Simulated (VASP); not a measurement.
# S (Im-3m) in VASP: notebook

The runs below take S through single point, relaxation of cell and atoms, with PBE.

Everything below comes from runs of VASP 6.6.1. Logs are shortened: lines on timing, memory, paths and dates and some standing lists are left out, and cuts for length are marked.

## 1. The cell of the first run

Symmetry: Im-3m, No. 229, cubic system. The conventional cell has a = 2.355 Å, b = 2.355 Å, c = 2.355 Å, α = 90.00°, β = 90.00°, γ = 90.00°. S (site symmetry m-3m) has 14 S at 2.04 to 2.35 Å within 2.7 Å.

## 2. Single point, PBE

Input file INCAR:

```
SYSTEM = S
PREC     = Accurate       ! precision mode
ENCUT    = 520            ! plane-wave cutoff, eV
EDIFF    = 1E-7           ! SCF threshold, eV
ISMEAR   = -1             ! smearing method
SIGMA    = 0.05           ! smearing width, eV
LREAL    = .FALSE.        ! projectors in reciprocal space
LASPH    = .TRUE.         ! aspherical terms in the spheres
NELM     = 100            ! most SCF steps
ALGO     = Normal         ! electronic algorithm
ISIF     = 2              ! what is computed and relaxed
LWAVE    = .FALSE.        ! write WAVECAR
LCHARG   = .TRUE.         ! write CHGCAR
GGA      = PE             ! functional
LELF     = .TRUE.         ! ELF
LVHAR    = .TRUE.       
NBANDS   = 9              ! bands
```

Input file KPOINTS:

```
Automatic mesh
0
G
  22 22 22
  0 0 0
```

Input file POSCAR:

```
S
1.0
   -1.1774231398      1.1774231398      1.1774231398
    1.1774231398     -1.1774231398      1.1774231398
    1.1774231398      1.1774231398     -1.1774231398
S
1
Direct
    0.0000000000      0.0000000000      0.0000000000
```

Potentials or basis: VASP PAW PBE potentials, release 64 (S).

Command:

```console
> cat potpaw_PBE.64/S/POTCAR > POTCAR
> mpirun -np 1 vasp_std > vasp.out
```

OUTCAR:

```text
SYSTEM = S
   PREC = Accurate
   ENCUT = 520
   EDIFF = 1E-7
   ISMEAR = -1
   LREAL = .FALSE.
   LASPH = .TRUE.
   NELM = 100
   ISIF = 2
   GGA = PE

 ion  position               nearest neighbor table
   1  0.000  0.000  0.000-

  LATTYP: Found a body centered cubic cell.
 ALAT       =     2.3548462796

  Lattice vectors:

 A1 = (  -1.1774231398,   1.1774231398,   1.1774231398)
 A2 = (   1.1774231398,  -1.1774231398,   1.1774231398)
 A3 = (   1.1774231398,   1.1774231398,  -1.1774231398)

Analysis of symmetry for initial positions (statically):
=====================================================================
 Subroutine PRICEL returns:
 Original cell was already a primitive cell.

 Routine SETGRP: Setting up the symmetry group for a
 body centered cubic supercell.

 Subroutine GETGRP returns: Found 48 space group operations
 (whereof 48 operations were pure point group operations)
 out of a pool of 48 trial point group operations.

The static configuration has the point symmetry O_h .

Analysis of symmetry for dynamics (positions and initial velocities):
=====================================================================
 Subroutine PRICEL returns:
 Original cell was already a primitive cell.

 Routine SETGRP: Setting up the symmetry group for a
 body centered cubic supercell.

 Subroutine GETGRP returns: Found 48 space group operations
 (whereof 48 operations were pure point group operations)
 out of a pool of 48 trial point group operations.

The dynamic configuration has the point symmetry O_h .

 Subroutine INISYM returns: Found 48 space group operations
 (whereof 48 operations are pure point group operations),
 and found     1 'primitive' translations

----------------------------------------------------------------------------------------

                                     Primitive cell

  volume of cell :       6.5292

  direct lattice vectors                    reciprocal lattice vectors
    -1.177423140  1.177423140  1.177423140     0.000000000  0.424656169  0.424656169
     1.177423140 -1.177423140  1.177423140     0.424656169  0.000000000  0.424656169
     1.177423140  1.177423140 -1.177423140     0.424656169  0.424656169  0.000000000

  length of vectors
     2.039356700  2.039356700  2.039356700     0.600554514  0.600554514  0.600554514
[... 73 lines left out ...]
   ISPIN  =      1    spin polarized calculation?
   LNONCOLLINEAR =      F non collinear calculations
   LSORBIT =      F    spin-orbit coupling
   LASPH  =      T    aspherical Exc in radial PAW
   ENCUT  =  520.0 eV  38.22 Ry    6.18 a.u.   3.79  3.79  3.79*2*pi/ulx,y,z
   NELM   =    100;   NELMIN=  2; NELMDL= -5     # of ELM steps
   EDIFF  = 0.1E-06   stopping-criterion for ELM
   LREAL  =      F    real-space projection
   EDIFFG = 0.1E-05   stopping-criterion for IOM
   NSW    =      0    number of steps for IOM
   IBRION =     -1    ionic relax: 0-MD 1-quasi-New 2-CG
   NFREE  =      0    steps in history (QN), initial steepest desc. (CG)
   ISIF   =      2    stress and relaxation
   ISYM   =      2    0-nonsym 1-usesym 2-fastsym
   POTIM  = 0.5000    time-step for ionic-motion
   TEBEG  =    0.0;   TEEND  =   0.0 temperature during run
   PSTRESS=    0.0 pullay stress
   NELECT =       6.0000    total number of electrons
   NUPDOWN=      -1.0000    fix difference up-down
   EMIN   =  10.00;   EMAX   =-10.00  energy-range for DOS
   EFERMI =   0.00;   METHOD = LEGACY
   ISMEAR =    -1;   SIGMA  =   0.05  broadening in eV -4-tet -1-fermi 0-gaus
   EFERMI_NEDOS =   21; number of points for ismear=-14 and -15
   IALGO  =     38    algorithm
   IMIX   =      4    mixing-type and parameters
     AMIX     =   0.40;   BMIX     =  1.00
     AMIX_MAG =   1.60;   BMIX_MAG =  1.00
  volume/ion in A,a.u.               =       6.53        44.06
  Fermi-wavevector in a.u.,A,eV,Ry     =   1.591620  3.007725 34.467010  2.533254
  Thomas-Fermi vector in A             =   2.690132
   LORBIT       =      0    0 simple, 1 ext, 2 COOP (PROOUT), +10 PAW based schemes
   GGA     = PE    functional components
   LHFCALC =     F    Hartree Fock is set to
   AEXX    =    0.0000 exact exchange contribution
   IVDW    =     0    specifies the selected vdW correction
   LEPSILON=     F    determine dielectric tensor
   LRPA    =     F    only Hartree local field effects (RPA)
 non-spin polarized calculation
  energy-cutoff  :      520.00
  volume of cell :        6.53
 maximum number of plane-waves:       188
   NGX =  7   NGY =  7   NGZ =  7

 number of electron       6.0000001 magnetization

 Free energy of the ion-electron system (eV)
  ---------------------------------------------------
  ext. energy  EPLUGINS =         0.00000000
  ---------------------------------------------------
  free energy    TOTEN  =         2.56470276 eV

  energy without entropy =        2.56767533  energy(sigma->0) =        2.56618904

 E-fermi :  26.3179     XC(G=0): -15.6992

 val. band max:       26.3029739591   @ k =   0.3182   0.1364   0.0455
 cond. band min:      26.3332619023   @ k =   0.1364   0.0909   0.0455
 fundamental gap:      0.0302879432
 Fermi energy:        26.3179150464

 k-point     1 :       0.0000    0.0000    0.0000
  band No.  band energies     occupation
      1      -4.3831      2.00000
      2      38.3071      0.00000
      3      38.3071      0.00000
      4      38.3071      0.00000
      5      39.0331      0.00000
      6      39.0331      0.00000
      7      39.0331      0.00000
      8      45.8542      0.00000
      9      45.8542      0.00000
[... 265 lines left out ...]
 k-point    24 :       0.1364    0.0909    0.0000
  band No.  band energies     occupation
      1      -2.3925      2.00000
      2      27.7124      0.00000
      3      29.5059      0.00000
      4      33.3701      0.00000
      5      38.7346      0.00000
      6      40.8906      0.00000
      7      43.8977      0.00000
      8      46.6948      0.00000
      9      49.0898      0.00000

 [... further k-points ...]
[... 5 lines left out ...]
  --------------------------------------------------------------------------------------
  -------------------------------------------------------------------------------------
  Total       15.6164042     15.6164042     15.6164042     -0.0000000     -0.0000000      0.0000000
  in kB     3832.0743966   3832.0743966   3832.0743966     -0.0000000     -0.0000000      0.0000000
  external PRESSURE =    3832.0743966 kB  Pullay stress =       0.0000000 kB

 VOLUME and BASIS-vectors are now :
 -----------------------------------------------------------------------------
  energy-cutoff  :      520.00
  volume of cell :        6.53
      direct lattice vectors                 reciprocal lattice vectors
    -1.177423140  1.177423140  1.177423140     0.000000000  0.424656169  0.424656169
     1.177423140 -1.177423140  1.177423140     0.424656169  0.000000000  0.424656169
     1.177423140  1.177423140 -1.177423140     0.424656169  0.424656169  0.000000000

 POSITION                                       TOTAL-FORCE (eV/Angst)
 -----------------------------------------------------------------------------------
      0.00000      0.00000      0.00000         0.000000     -0.000000      0.000000
 -----------------------------------------------------------------------------------
    total drift:                               -0.000000     -0.000000      0.000000

  FREE ENERGIE OF THE ION-ELECTRON SYSTEM (eV)
  ---------------------------------------------------
  free  energy   TOTEN  =         2.5647027567 eV

  energy  without entropy=        2.5676753317  energy(sigma->0) =        2.56618904
```

Run time: 13 s. Hardware: 1 thread of Intel Xeon Platinum 8259CL at 2.50GHz (Skylake/Cascade Lake), shared host; peak memory 0.12 GiB.

What came out:

```yaml
Free_energy: 2.5647 eV
Pressure: 383.2 GPa
Band_gap_on_the_k_mesh: zero (band 3 reaches 38.31 eV, above the bottom of band 4 at 15.69 eV)
```

Levels at points of the mesh, in eV from the Fermi level:
| k point | band 1 | band 2 | band 3 | band 4 | band 5 | band 6 | band 7 | band 8 |
| --- | --- | --- | --- | --- | --- | --- | --- | --- |
| (0.00, 0.00, 0.00) | -30.70 | 11.99 | 11.99 | 11.99 | 12.72 | 12.72 | 12.72 | 19.54 |
| (0.50, 0.00, 0.00) | -18.54 | -17.99 | 1.78 | 4.50 | 6.34 | 9.84 | 26.26 | 28.01 |
| (0.50, 0.50, 0.50) | -8.39 | -8.39 | -8.39 | -4.08 | -4.08 | -2.46 | 34.18 | 34.18 |

## 3. Single point, PBE

Input file INCAR:

```
PREC = Accurate
ENCUT = 520
EDIFF = 1E-7
ISMEAR = -1
SIGMA = 0.05
LREAL = False
LASPH = True
NELM = 60
ALGO = Normal
ISIF = 2
LWAVE = False
LCHARG = False
GGA = PE
NBANDS = 9
```

Input file KPOINTS:

```
regular mesh
0
Gamma
  22 22 22
```

Input file POSCAR:

```
S
1.0
   -1.1777727165      1.1777727165      1.1777727165
    1.1777727165     -1.1777727165      1.1777727165
    1.1777727165      1.1777727165     -1.1777727165
S
1
Direct
    0.0000000000      0.0000000000      0.0000000000
```

Potentials or basis: VASP PAW PBE potentials, release 64 (S).

Command:

```console
> cat potpaw_PBE.64/S/POTCAR > POTCAR
> mpirun -np 1 vasp_std > vasp.out
```

OUTCAR:

```text
PREC = Accurate
   ENCUT = 520
   EDIFF = 1E-7
   ISMEAR = -1
   LREAL = False
   LASPH = True
   NELM = 60
   ISIF = 2
   GGA = PE

 ion  position               nearest neighbor table
   1  0.000  0.000  0.000-

  LATTYP: Found a body centered cubic cell.
 ALAT       =     2.3555454330

  Lattice vectors:

 A1 = (  -1.1777727165,   1.1777727165,   1.1777727165)
 A2 = (   1.1777727165,  -1.1777727165,   1.1777727165)
[... 456 lines left out ...]
 k-point    24 :       0.1364    0.0909    0.0000
  band No.  band energies     occupation
      1      -2.4001      2.00000
      2      27.6867      0.00000
      3      29.4793      0.00000
      4      33.3414      0.00000
      5      38.7018      0.00000
      6      40.8599      0.00000
      7      43.8641      0.00000
      8      46.6611      0.00000
      9      49.0531      0.00000

 [... further k-points ...]
[... 5 lines left out ...]
  --------------------------------------------------------------------------------------
  -------------------------------------------------------------------------------------
  Total       15.5905359     15.5905359     15.5905359     -0.0000000      0.0000000      0.0000000
  in kB     3822.3210838   3822.3210838   3822.3210838     -0.0000000      0.0000000      0.0000000
  external PRESSURE =    3822.3210838 kB  Pullay stress =       0.0000000 kB

 VOLUME and BASIS-vectors are now :
 -----------------------------------------------------------------------------
  energy-cutoff  :      520.00
  volume of cell :        6.53
      direct lattice vectors                 reciprocal lattice vectors
    -1.177772717  1.177772717  1.177772717     0.000000000  0.424530126  0.424530126
     1.177772717 -1.177772717  1.177772717     0.424530126  0.000000000  0.424530126
     1.177772717  1.177772717 -1.177772717     0.424530126  0.424530126  0.000000000

 POSITION                                       TOTAL-FORCE (eV/Angst)
 -----------------------------------------------------------------------------------
      0.00000      0.00000      0.00000        -0.000000      0.000000      0.000000
 -----------------------------------------------------------------------------------
    total drift:                               -0.000000     -0.000000      0.000000

  FREE ENERGIE OF THE ION-ELECTRON SYSTEM (eV)
  ---------------------------------------------------
  free  energy   TOTEN  =         2.5507983681 eV

  energy  without entropy=        2.5537794209  energy(sigma->0) =        2.55228889
```

stdout:

```text
POSCAR found type information on POSCAR S
 POSCAR found :  1 types and       1 ions
 scaLAPACK will be used
 LDA part: xc-table for (Slater+PW92), standard interpolation
 POSCAR, INCAR and KPOINTS ok, starting setup
 FFT: planning ... GRIDC
 FFT: planning ... GRID_SOFT
 FFT: planning ... GRID
 WAVECAR not read
 entering main loop
```

Wall time 12 s (1 thread of Intel Xeon Platinum 8259CL at 2.50GHz (Skylake/Cascade Lake), shared host); peak memory 0.12 GiB.

Results:

- Free energy: 2.5508 eV
- Pressure: 382.2 GPa
- Band gap on the k mesh: zero (band 3 reaches 38.27 eV, above the bottom of band 4 at 15.66 eV)

## 4. Relaxation of cell and atoms, PBE, target pressure 390 GPa, at which the enthalpy is minimised

Input file INCAR:

```
SYSTEM = S
ALGO = Normal
EDIFF = 1E-6
EDIFFG = -0.005
ENCUT = 600
GGA = PE
IBRION = 2
ISIF = 3
ISMEAR = -1
LASPH = .TRUE.
LCHARG = .FALSE.
LREAL = .FALSE.
LWAVE = .FALSE.
NELM = 100
NSW = 32
PREC = Accurate
PSTRESS = 3900.0
SIGMA = 0.05
```

Input file KPOINTS:

```
k-points
0
G
  22 22 22
  0 0 0
```

Input file POSCAR:

```
S
1.0
   -1.1774231398      1.1774231398      1.1774231398
    1.1774231398     -1.1774231398      1.1774231398
    1.1774231398      1.1774231398     -1.1774231398
S
1
Direct
    0.0000000000      0.0000000000      0.0000000000
```

Command:

```console
> cat potpaw_PBE.64/S/POTCAR > POTCAR
> mpirun -np 1 vasp_std > vasp.out
```

Run time: 6.5 s. Hardware: 1 thread of Intel Xeon 6975P-C (Granite Rapids), shared host; peak memory 0.12 GiB.

The run converged. Its results:

```yaml
Free_energy: 2.6573 eV
Relaxed_volume: 6.49 Å³/atom
Relaxed_cell: a = 2.035 Å, b = 2.035 Å, c = 2.035 Å, α = 109.47°, β = 109.47°, γ = 109.47°
Space_group_after_relaxing_to_0.05_Å: Im-3m (No. 229)
Energy_change_on_relaxing_the_enthalpy_is_what_falls: +94.6 meV/atom
Ionic_steps: 4
Pressure_after_relaxing: 390.0 GPa
Band_gap_on_the_k_mesh: zero (band 3 reaches 38.58 eV, above the bottom of band 4 at 15.85 eV)
```

Step by step:
| step | energy change (eV) | largest force (eV/Å) | pressure (GPa) | volume (Å³) |
| --- | --- | --- | --- | --- |
| 1 | 0.0000 | 0.0000 | 383.26 | 6.53 |
| 2 | 0.6490 | 0.0000 | 430.11 | 6.27 |
| 3 | 0.0924 | 0.0000 | 389.84 | 6.49 |
| 4 | 0.0946 | 0.0000 | 389.97 | 6.49 |

Final structure:
```cif
data_structure
_symmetry_space_group_name_H-M 'P 1'
_symmetry_Int_Tables_number 1
_cell_length_a 2.0353
_cell_length_b 2.0353
_cell_length_c 2.0353
_cell_angle_alpha 109.471
_cell_angle_beta 109.471
_cell_angle_gamma 109.471
_cell_volume 6.49
loop_
_atom_site_label
_atom_site_type_symbol
_atom_site_fract_x
_atom_site_fract_y
_atom_site_fract_z
_atom_site_occupancy
S1 S 0.00000 0.00000 0.00000 1
```

Levels at points of the mesh, in eV from the Fermi level:
```csv
k point,band 1,band 2,band 3,band 4,band 5,band 6,band 7
"(0.00, 0.00, 0.00)",-30.82,12.10,12.10,12.10,12.73,12.73,12.73
"(0.50, 0.00, 0.00)",-18.64,-18.04,1.81,4.47,6.38,9.88,26.33
"(0.50, 0.50, 0.50)",-8.42,-8.42,-8.42,-4.16,-4.16,-2.36,34.31
```

Caveat: the cell is relaxed towards a set pressure, so the enthalpy falls and the energy may rise.

## 5. Relaxation of cell and atoms, PBE, target pressure 390 GPa, at which the enthalpy is minimised

This run uses another cell than the first one, of 6.59 Å³/atom, 1.009 times its volume.

Input file INCAR:

```
SYSTEM = S
PREC = Accurate
ENCUT = 600
EDIFF = 1E-6
ISMEAR = -1
SIGMA = 0.05
LREAL = .False.
LASPH = .True.
NELM = 60
ALGO = Normal
ISIF = 3
LWAVE = .False.
LCHARG = .False.
GGA = PE
IBRION = 2
NSW = 60
EDIFFG = -0.005
PSTRESS = 3900.0
```

Input file KPOINTS:

```
Automatic mesh
0
Gamma
  22 22 22
  0 0 0
```

Input file POSCAR:

```
S
1.0
   -1.1807874918      1.1807874918      1.1807874918
    1.1807874918     -1.1807874918      1.1807874918
    1.1807874918      1.1807874918     -1.1807874918
S
1
Direct
    0.0000000000      0.0000000000      0.0000000000
```

Command:

```console
> cat potpaw_PBE.64/S/POTCAR > POTCAR
> mpirun -np 1 vasp_std > vasp.out
```

It took 6.9 s on 1 thread of Intel Xeon 6975P-C (Granite Rapids), shared host; peak memory 0.12 GiB.

It converged, with:

```
Free energy                                            : 2.6570 eV
Relaxed volume                                         : 6.49 Å³/atom
Relaxed cell                                           : a = 2.035 Å, b = 2.035 Å, c = 2.035 Å, α = 109.47°, β = 109.47°, γ = 109.47°
Space group after relaxing (to 0.05 Å)                 : Im-3m (No. 229)
Energy change on relaxing (the enthalpy is what falls) : +227.1 meV/atom
Ionic steps                                            : 4
Pressure after relaxing                                : 390.0 GPa
Band gap on the k mesh                                 : zero (band 3 reaches 38.58 eV, above the bottom of band 4 at 15.85 eV)
```

Step by step:
```csv
step,energy change (eV),largest force (eV/Å),pressure (GPa),volume (Å³)
1,0.0000,0.0000,373.97,6.59
2,1.6323,0.0000,493.39,5.98
3,0.2177,0.0000,389.31,6.49
4,0.2271,0.0000,389.99,6.49
```

Final structure:
```xyz
1
Lattice="-1.1751 1.1751 1.1751 1.1751 -1.1751 1.1751 1.1751 1.1751 -1.1751" Properties=species:S:1:pos:R:3 pbc="T T T"
S     0.0000    0.0000    0.0000
```

Levels at points of the mesh, in eV from the Fermi level:
| k point | band 1 | band 2 | band 3 | band 4 | band 5 | band 6 | band 7 |
| --- | --- | --- | --- | --- | --- | --- | --- |
| (0.00, 0.00, 0.00) | -30.82 | 12.10 | 12.10 | 12.10 | 12.73 | 12.73 | 12.73 |
| (0.50, 0.00, 0.00) | -18.64 | -18.04 | 1.81 | 4.47 | 6.38 | 9.88 | 26.33 |
| (0.50, 0.50, 0.50) | -8.42 | -8.42 | -8.42 | -4.16 | -4.16 | -2.36 | 34.31 |

Caveat: the cell is relaxed towards a set pressure, so the enthalpy falls and the energy may rise.

## 6. The runs side by side

| task | cell | cutoff (eV) | gap on the mesh (eV) | pressure (GPa) |
| --- | --- | --- | --- | --- |
| single point | a = 2.039 Å, angles 109.5°, 1 atom | 520 | none | 383.2 |
| single point | a = 2.040 Å, angles 109.5°, 1 atom | 520 | none | 382.2 |
| relaxation of cell and atoms | relaxed to 390 GPa from a = 2.039 Å, angles 109.5°, 1 atom | 600 | none | 390.0 |
| relaxation of cell and atoms | relaxed to 390 GPa from a = 2.045 Å, angles 109.5°, 1 atom | 600 | none | 390.0 |

Alike in all rows: level PBE; potentials or basis VASP PAW PBE potentials, release 64 (S); no spin polarisation; k mesh 22 × 22 × 22; smearing fermi-dirac 0.05 eV.

Caveats: the cell is relaxed towards a set pressure, so the enthalpy falls and the energy may rise (some runs).

Absolute energies hang on the potentials; compare differences alone.
